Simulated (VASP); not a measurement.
**Cd: single point with LDA**

Cd:

```
CELL_PARAMETERS angstrom
2.88186 0.00000 0.00000
-1.44093 2.49577 0.00000
0.00000 0.00000 5.63837
ATOMIC_POSITIONS crystal
Cd 0.33333 0.66667 0.25000
Cd 0.66667 0.33333 0.75000
```

```yaml
Program: VASP 6.6.1
Task: single point
Functional: LDA
Potentials_or_basis: VASP PAW LDA potentials, release 64 (Cd)
Cutoff: 520 eV
k_mesh: 13 × 13 × 6
Occupations: methfessel-paxton, width 0.1 eV
Spin: no spin polarisation
```

```json
{
  "Pressure": "0.8 GPa",
  "Band gap on the k mesh": "zero (bands 12 and 13 overlap by 4.69 eV)"
}
```

Stress tensor (GPa, compression positive):
```
 1.99  0.00  0.00
 0.00  1.99  0.00
 0.00  0.00 -1.69
```

Levels at points of the mesh, in eV from the Fermi level:
```tsv
k point	band 8	band 9	band 10	band 11	band 12	band 13	band 14	band 15	band 16	band 17
(0.00, 0.00, 0.00)	-8.60	-8.60	-8.36	-8.36	-3.34	-3.30	10.03	14.80	15.28	16.25
(0.00, 0.00, 0.50)	-8.47	-8.47	-8.47	-7.66	-7.66	3.40	3.40	15.59	15.59	17.15
```

It took 54 s on 1 thread of AMD EPYC 7R13, with other jobs on the host, peak memory 0.15 GiB.
